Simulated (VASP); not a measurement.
# CdS (I4/mmm) in VASP: further runs

Aim: see how the results for CdS move with the level of theory and the settings. Levels: r2SCAN, HSE06. Tasks: single point.

All numbers are computed with VASP 6.6.1; they aren't measurements. Logs are shortened: lines on timing, memory, paths and dates and some standing lists are left out, and cuts for length are marked.

### Step 1. The cell of the first run

The structure is tetragonal, space group I4/mmm (No. 139). The conventional cell has a = 3.999 Å, b = 3.999 Å, c = 5.306 Å, α = 90.00°, β = 90.00°, γ = 90.00°. Within 3.5 Å of Cd (site symmetry 4/mmm) lie 6 S at 2.65 to 2.83 Å. Within 3.5 Å of S (site symmetry 4/mmm) lie 6 Cd at 2.65 to 2.83 Å.

### Step 2. Single point, r2SCAN (epitaxial xy strain +3.7%)

Contents of POSCAR:

```
CdS
1.0
    0.0000000000      2.8273945987      2.6531737377
    2.8273945987      0.0000000000      2.6531737377
    2.8273945987      2.8273945987      0.0000000000
Cd S
1 1
Direct
    0.0000000000      0.0000000000      0.0000000000
    0.5000000000      0.5000000000      0.5000000000
```

Contents of INCAR.step1:

```
SYSTEM = CdS
PREC = Accurate ; ENCUT = 700
ISMEAR = -1 ; SIGMA = 0.02
LREAL = .FALSE. ; LASPH = .TRUE.
NELM = 120 ; NBANDS = 20
GGA = PE ; ALGO = Normal
EDIFF = 1E-5 ; LWAVE = .TRUE.
LCHARG = .FALSE. ; GGA_COMPAT = .FALSE.
```

Contents of INCAR.step2:

```
SYSTEM = CdS
PREC = Accurate ; ENCUT = 700
EDIFF = 1E-6 ; ISMEAR = -1
SIGMA = 0.02 ; LREAL = .FALSE.
LASPH = .TRUE. ; NELM = 120
ALGO = Normal ; ISIF = 2
LWAVE = .FALSE. ; LCHARG = .FALSE.
METAGGA = R2SCAN ; LMIXTAU = .TRUE.
NBANDS = 20 ; ISTART = 1
GGA_COMPAT = .FALSE.
```

Contents of KPOINTS:

```
regular mesh
0
G
  8 8 8
  0 0 0
```

Potentials or basis: VASP PAW PBE potentials, release 64 (Cd_sv_GW, S).

Run with:

```console
> cat potpaw_PBE.64/Cd_sv_GW/POTCAR potpaw_PBE.64/S/POTCAR > POTCAR
> cp INCAR.step1 INCAR
> mpirun -np 1 vasp_std > vasp.out
> cp INCAR.step2 INCAR
> mpirun -np 1 vasp_std > vasp.out
```

OUTCAR:

```text
SYSTEM = CdS
   PREC = Accurate
   ENCUT = 700
   EDIFF = 1E-6
   ISMEAR = -1
   LREAL = .FALSE.
   LASPH = .TRUE.
   NELM = 120
   ISIF = 2
   METAGGA = R2SCAN
   ISTART = 1

 ion  position               nearest neighbor table
   1  0.000  0.000  0.000-   2 2.65   2 2.65
   2  0.500  0.500  0.500-   1 2.65   1 2.65

  LATTYP: Found a body centered tetragonal cell.
 ALAT       =     3.9985397877
 C/A-ratio  =     1.3270713203

  Lattice vectors:

 A1 = (   0.0000000000,  -2.8273945987,  -2.6531737377)
 A2 = (   0.0000000000,   2.8273945987,  -2.6531737377)
 A3 = (   2.8273945987,   0.0000000000,   2.6531737377)

Analysis of symmetry for initial positions (statically):
=====================================================================
 Subroutine PRICEL returns:
 Original cell was already a primitive cell.

 Routine SETGRP: Setting up the symmetry group for a
 body centered tetragonal supercell.

 Subroutine GETGRP returns: Found 16 space group operations
 (whereof 16 operations were pure point group operations)
 out of a pool of 16 trial point group operations.

The static configuration has the point symmetry D_4h.

Analysis of symmetry for dynamics (positions and initial velocities):
=====================================================================
 Subroutine PRICEL returns:
 Original cell was already a primitive cell.

 Routine SETGRP: Setting up the symmetry group for a
 body centered tetragonal supercell.

 Subroutine GETGRP returns: Found 16 space group operations
 (whereof 16 operations were pure point group operations)
 out of a pool of 16 trial point group operations.

The dynamic configuration has the point symmetry D_4h.

 Subroutine INISYM returns: Found 16 space group operations
 (whereof 16 operations are pure point group operations),
 and found     1 'primitive' translations

----------------------------------------------------------------------------------------

                                     Primitive cell

  volume of cell :      42.4198

  direct lattice vectors                    reciprocal lattice vectors
     0.000000000  2.827394599  2.653173738    -0.176841252  0.176841252  0.188453546
     2.827394599  0.000000000  2.653173738     0.176841252 -0.176841252  0.188453546
     2.827394599  2.827394599  0.000000000     0.176841252  0.176841252 -0.188453546

  length of vectors
     3.877304618  3.877304618  3.998539788     0.313145966  0.313145966  0.313145966

  position of ions in fractional coordinates (direct lattice)
     0.000000000  0.000000000  0.000000000
     0.500000000  0.500000000  0.500000000

  ion indices of the primitive-cell ions
   primitive index   ion index
                 1           1
                 2           2

----------------------------------------------------------------------------------------

 KPOINTS: regular mesh

Automatic generation of k-mesh.
 Grid dimensions read from file:
 generate k-points for:    8    8    8

 Generating k-lattice:

  Cartesian coordinates                     Fractional coordinates (reciprocal lattice)
    -0.022105156  0.022105156  0.023556693     0.125000000  0.000000000  0.000000000
     0.022105156 -0.022105156  0.023556693     0.000000000  0.125000000  0.000000000
     0.022105156  0.022105156 -0.023556693     0.000000000  0.000000000  0.125000000

  Length of vectors
     0.039143246  0.039143246  0.039143246

  Shift w.r.t. Gamma in fractional coordinates (k-lattice)
     0.000000000  0.000000000  0.000000000

 Subroutine IBZKPT returns following result:
 ===========================================

 Found     59 irreducible k-points:

 Following reciprocal coordinates:
            Coordinates               Weight
  0.000000  0.000000  0.000000      1.000000
  0.125000 -0.000000  0.000000      8.000000
  0.250000 -0.000000  0.000000      8.000000
  0.375000 -0.000000  0.000000      8.000000
  0.500000 -0.000000  0.000000      4.000000
  0.125000  0.125000  0.000000      2.000000
[... 16 lines left out ...]
  0.250000 -0.000000  0.125000     16.000000
  0.375000 -0.000000  0.125000     16.000000
 [... further k-points ...]
   k-points           NKPTS =     59   k-points in BZ     NKDIM =     59   number of bands    NBANDS=     20
   number of dos      NEDOS =    301   number of ions     NIONS =      2
   total plane-waves  NPLWV =  46656
   dimension x,y,z NGX =    36 NGY =   36 NGZ =   36
   dimension x,y,z NGXF=    72 NGYF=   72 NGZF=   72
   ions per type =               1   1
   NGX,Y,Z   is equivalent  to a cutoff of  15.44, 15.44, 14.97 a.u.
   NGXF,Y,Z  is equivalent  to a cutoff of  30.87, 30.87, 29.94 a.u.
 SYSTEM =  CdS
   PREC   = accura    normal or accurate (medium, high low for compatibility)
   ISTART =      1    job   : 0-new  1-cont  2-samecut
   ICHARG =      0    charge: 1-file 2-atom 10-const
   ISPIN  =      1    spin polarized calculation?
   LNONCOLLINEAR =      F non collinear calculations
   LSORBIT =      F    spin-orbit coupling
   LASPH  =      T    aspherical Exc in radial PAW
   ENCUT  =  700.0 eV  51.45 Ry    7.17 a.u.   8.36  8.36  8.63*2*pi/ulx,y,z
   NELM   =    120;   NELMIN=  2; NELMDL=  0     # of ELM steps
   EDIFF  = 0.1E-05   stopping-criterion for ELM
   LREAL  =      F    real-space projection
   EDIFFG = 0.1E-04   stopping-criterion for IOM
   NSW    =      0    number of steps for IOM
   IBRION =     -1    ionic relax: 0-MD 1-quasi-New 2-CG
   NFREE  =      0    steps in history (QN), initial steepest desc. (CG)
   ISIF   =      2    stress and relaxation
   ISYM   =      2    0-nonsym 1-usesym 2-fastsym
   POTIM  = 0.5000    time-step for ionic-motion
   TEBEG  =    0.0;   TEEND  =   0.0 temperature during run
   PSTRESS=    0.0 pullay stress
   NELECT =      26.0000    total number of electrons
   NUPDOWN=      -1.0000    fix difference up-down
   EMIN   =  10.00;   EMAX   =-10.00  energy-range for DOS
   EFERMI =   0.00;   METHOD = LEGACY
   ISMEAR =    -1;   SIGMA  =   0.02  broadening in eV -4-tet -1-fermi 0-gaus
   EFERMI_NEDOS =   21; number of points for ismear=-14 and -15
   IALGO  =     38    algorithm
   IMIX   =      4    mixing-type and parameters
     AMIX     =   0.40;   BMIX     =  1.00
     AMIX_MAG =   1.60;   BMIX_MAG =  1.00
  volume/ion in A,a.u.               =      21.21       143.13
  Fermi-wavevector in a.u.,A,eV,Ry     =   1.390624  2.627899 26.311430  1.933836
  Thomas-Fermi vector in A             =   2.514541
   LORBIT       =      0    0 simple, 1 ext, 2 COOP (PROOUT), +10 PAW based schemes
   METAGGA = R2SCAN    functional components
   LHFCALC =     F    Hartree Fock is set to
   AEXX    =    0.0000 exact exchange contribution
   IVDW    =     0    specifies the selected vdW correction
   LEPSILON=     F    determine dielectric tensor
   LRPA    =     F    only Hartree local field effects (RPA)
 non-spin polarized calculation
  energy-cutoff  :      700.00
  volume of cell :       42.42
 maximum number of plane-waves:      1812
 NGX is ok and might be reduce to    36
   NGX = 17   NGY = 17   NGZ = 17

 number of electron      26.0000005 magnetization

 Free energy of the ion-electron system (eV)
  ---------------------------------------------------
  ext. energy  EPLUGINS =         0.00000000
  ---------------------------------------------------
  free energy    TOTEN  =       -29.54795887 eV

  energy without entropy =      -29.54795883  energy(sigma->0) =      -29.54795885

 E-fermi :   4.4991     XC(G=0): -10.9046

 val. band max:        4.2545472379   @ k =   0.5000  -0.0000   0.0000
 cond. band min:       4.7154944052   @ k =   0.5000   0.5000   0.0000
 fundamental gap:      0.4609471673
 Fermi energy:         4.4991080628

 k-point     1 :       0.0000    0.0000    0.0000
  band No.  band energies     occupation
      1    -100.2664      2.00000
      2     -60.4343      2.00000
      3     -60.4343      2.00000
      4     -60.4215      2.00000
      5      -8.9284      2.00000
      6      -3.7399      2.00000
[... 12 lines left out ...]
     19      15.6302      0.00000
     20      15.9477      0.00000

 k-point     2 :       0.1250   -0.0000    0.0000
  band No.  band energies     occupation
      1    -100.2664      2.00000
      2     -60.4344      2.00000
      3     -60.4344      2.00000
      4     -60.4216      2.00000
      5      -8.8006      2.00000
      6      -3.7615      2.00000
[... 12 lines left out ...]
     19      14.9630      0.00000
     20      16.1670      0.00000

 k-point     3 :       0.2500   -0.0000    0.0000
  band No.  band energies     occupation
      1    -100.2664      2.00000
      2     -60.4347      2.00000
      3     -60.4345      2.00000
      4     -60.4219      2.00000
      5      -8.4601      2.00000
      6      -3.8853      2.00000
[... 12 lines left out ...]
     19      15.5132      0.00000
     20      15.8542      0.00000

 k-point     4 :       0.3750   -0.0000    0.0000
  band No.  band energies     occupation
      1    -100.2663      2.00000
      2     -60.4350      2.00000
      3     -60.4346      2.00000
      4     -60.4221      2.00000
      5      -8.0571      2.00000
      6      -4.0143      2.00000
[... 12 lines left out ...]
     19      16.6835      0.00000
     20      16.8777      0.00000

 k-point     5 :       0.5000   -0.0000    0.0000
  band No.  band energies     occupation
      1    -100.2663      2.00000
      2     -60.4352      2.00000
      3     -60.4346      2.00000
      4     -60.4222      2.00000
      5      -7.8632      2.00000
      6      -4.0746      2.00000
[... 12 lines left out ...]
     19      17.2903      0.00000
     20      17.8448      0.00000
[... 353 lines left out ...]
      6      -3.8289      2.00000
[... 12 lines left out ...]
     19      18.9488      0.00000
     20      19.2867      0.00000

 k-point    22 :       0.1250    0.0000    0.1250
  band No.  band energies     occupation
      1    -100.2664      2.00000
      2     -60.4345      2.00000
      3     -60.4344      2.00000
      4     -60.4216      2.00000
      5      -8.7833      2.00000
      6      -3.7727      2.00000
[... 12 lines left out ...]
     19      16.9224      0.00000
     20      17.0214      0.00000

 k-point    23 :       0.2500   -0.0000    0.1250
  band No.  band energies     occupation
      1    -100.2664      2.00000
      2     -60.4347      2.00000
      3     -60.4345      2.00000
      4     -60.4218      2.00000
      5      -8.5465      2.00000
      6      -3.8289      2.00000
[... 12 lines left out ...]
     19      16.5038      0.00000
     20      17.3318      0.00000

 k-point    24 :       0.3750   -0.0000    0.1250
  band No.  band energies     occupation
      1    -100.2663      2.00000
      2     -60.4350      2.00000
      3     -60.4346      2.00000
      4     -60.4220      2.00000
      5      -8.1885      2.00000
      6      -3.8781      2.00000
[... 12 lines left out ...]
     19      17.0642      0.00000
     20      17.4546      0.00000

 [... further k-points ...]
[... 5 lines left out ...]
  --------------------------------------------------------------------------------------
  -------------------------------------------------------------------------------------
  Total       -1.1117577     -1.1117577     -0.0393088      0.0000000     -0.0000000      0.0000000
  in kB      -41.9906128    -41.9906128     -1.4846780      0.0000000     -0.0000000      0.0000000
  external PRESSURE =     -28.4886345 kB  Pullay stress =       0.0000000 kB

 VOLUME and BASIS-vectors are now :
 -----------------------------------------------------------------------------
  energy-cutoff  :      700.00
  volume of cell :       42.42
      direct lattice vectors                 reciprocal lattice vectors
     0.000000000  2.827394599  2.653173738    -0.176841252  0.176841252  0.188453546
     2.827394599  0.000000000  2.653173738     0.176841252 -0.176841252  0.188453546
     2.827394599  2.827394599  0.000000000     0.176841252  0.176841252 -0.188453546

 POSITION                                       TOTAL-FORCE (eV/Angst)
 -----------------------------------------------------------------------------------
      0.00000      0.00000      0.00000         0.000000      0.000000      0.000000
      2.82739      2.82739      2.65317         0.000000      0.000000     -0.000000
 -----------------------------------------------------------------------------------
    total drift:                               -0.000000      0.000000      0.000000

  FREE ENERGIE OF THE ION-ELECTRON SYSTEM (eV)
  ---------------------------------------------------
  free  energy   TOTEN  =       -29.5479588650 eV

  energy  without entropy=      -29.5479588257  energy(sigma->0) =      -29.54795885
```

Run time: 4.3 min. Hardware: 1 thread of Intel Xeon Platinum 8259CL at 2.50GHz (Skylake/Cascade Lake), shared host; peak memory 0.28 GiB.

What came out:

```
Free energy            : -29.5480 eV
Pressure               : -2.8 GPa
Band gap on the k mesh : 0.46 eV (least direct gap 1.99 eV)
```

Stress tensor (GPa, compression positive):
```
-4.20  0.00  0.00
 0.00 -4.20  0.00
 0.00  0.00 -0.15
```

Levels at points of the mesh, in eV from the valence-band top:
| k point | band 9 | band 10 | band 11 | band 12 | band 13 | band 14 | band 15 | band 16 | band 17 | band 18 |
| --- | --- | --- | --- | --- | --- | --- | --- | --- | --- | --- |
| (0.00, 0.00, 0.00) | -7.96 | -7.93 | -1.09 | -0.71 | -0.71 | 1.28 | 9.51 | 9.51 | 9.83 | 11.38 |
| (0.50, 0.00, 0.00) | -7.81 | -7.78 | -4.83 | -0.28 | 0.00 | 3.90 | 6.04 | 6.73 | 7.15 | 12.70 |
| (0.50, 0.50, 0.00) | -7.74 | -6.96 | -4.21 | -2.29 | -2.29 | 0.46 | 6.11 | 10.65 | 11.51 | 11.51 |
| (0.50, 0.00, 0.50) | -7.72 | -7.11 | -4.17 | -2.39 | -1.81 | 0.73 | 6.49 | 10.08 | 11.15 | 12.66 |

Caveat: the cell differs from its parent crystal (epitaxial xy strain +3.7%); the structure was generated, so it needn't be the stable form of CdS; semilocal functionals underestimate gaps, and a narrow one can read as zero; the PAW data sets were made with another functional, which shifts forces and pressure a little.

### Step 3. Single point, HSE06 (epitaxial xy strain +3.7%)

POSCAR is that of step 2.

Contents of INCAR.step1:

```
SYSTEM = CdS
PREC     = Accurate       ! precision mode
ENCUT    = 520            ! plane-wave cutoff, eV
EDIFF    = 1E-5           ! SCF threshold, eV
ISMEAR   = -1             ! smearing method
SIGMA    = 0.02           ! smearing width, eV
LREAL    = .FALSE.        ! projectors in reciprocal space
LASPH    = .TRUE.         ! aspherical terms in the spheres
NELM     = 60             ! most SCF steps
ALGO     = Normal         ! electronic algorithm
ISIF     = 2              ! what is computed and relaxed
LWAVE    = .TRUE.         ! write WAVECAR
LCHARG   = .FALSE.        ! write CHGCAR
NBANDS   = 16             ! bands
GGA      = PE             ! functional
```

Contents of INCAR.step2:

```
SYSTEM = CdS
PREC     = Accurate       ! precision mode
ENCUT    = 520            ! plane-wave cutoff, eV
EDIFF    = 1E-7           ! SCF threshold, eV
ISMEAR   = -1             ! smearing method
SIGMA    = 0.02           ! smearing width, eV
LREAL    = .FALSE.        ! projectors in reciprocal space
LASPH    = .TRUE.         ! aspherical terms in the spheres
NELM     = 60             ! most SCF steps
ALGO     = Normal         ! electronic algorithm
ISIF     = 2              ! what is computed and relaxed
LWAVE    = .FALSE.        ! write WAVECAR
LCHARG   = .FALSE.        ! write CHGCAR
GGA      = PE             ! functional
LHFCALC  = .TRUE.         ! exact exchange
HFSCREEN = 0.2079         ! screening, 1/A
PRECFOCK = Normal       
NBANDS   = 16             ! bands
ISTART   = 1
```

Contents of KPOINTS:

```
Automatic mesh
0
G
  6 6 6
  0 0 0
```

Potentials or basis: VASP PAW PBE potentials, release 64 (Cd, S).

Run with:

```console
> cat potpaw_PBE.64/Cd/POTCAR potpaw_PBE.64/S/POTCAR > POTCAR
> cp INCAR.step1 INCAR
> mpirun -np 1 vasp_std > vasp.out
> cp INCAR.step2 INCAR
> mpirun -np 1 vasp_std > vasp.out
```

It took 1.6 h on 1 thread of Intel Xeon Platinum 8259CL at 2.50GHz (Skylake/Cascade Lake), shared host; peak memory 0.3 GiB.

It converged, with:

- Free energy: -7.3133 eV
- Pressure: -2.4 GPa
- Band gap on the k mesh: 0.92 eV (least direct gap 2.35 eV)

Stress tensor (GPa, compression positive):
```
-3.70  0.00  0.00
 0.00 -3.70  0.00
 0.00  0.00  0.32
```

Levels at points of the mesh, in eV from the valence-band top:
| k point | band 7 | band 8 | band 9 | band 10 | band 11 | band 12 |
| --- | --- | --- | --- | --- | --- | --- |
| (0.00, 0.00, 0.00) | -1.08 | -0.70 | -0.70 | 1.65 | 10.11 | 10.11 |
| (0.50, 0.00, 0.00) | -5.20 | -0.31 | 0.00 | 4.29 | 6.57 | 7.29 |
| (0.50, 0.50, 0.00) | -4.48 | -2.41 | -2.41 | 0.92 | 6.59 | 11.29 |
| (0.50, 0.00, 0.50) | -4.47 | -2.50 | -1.90 | 1.19 | 6.98 | 10.69 |

Caveat: the cell differs from its parent crystal (epitaxial xy strain +3.7%); the structure was generated, so it needn't be the stable form of CdS; the PAW data sets were made with another functional, which shifts forces and pressure a little. A k mesh can miss the band edges.
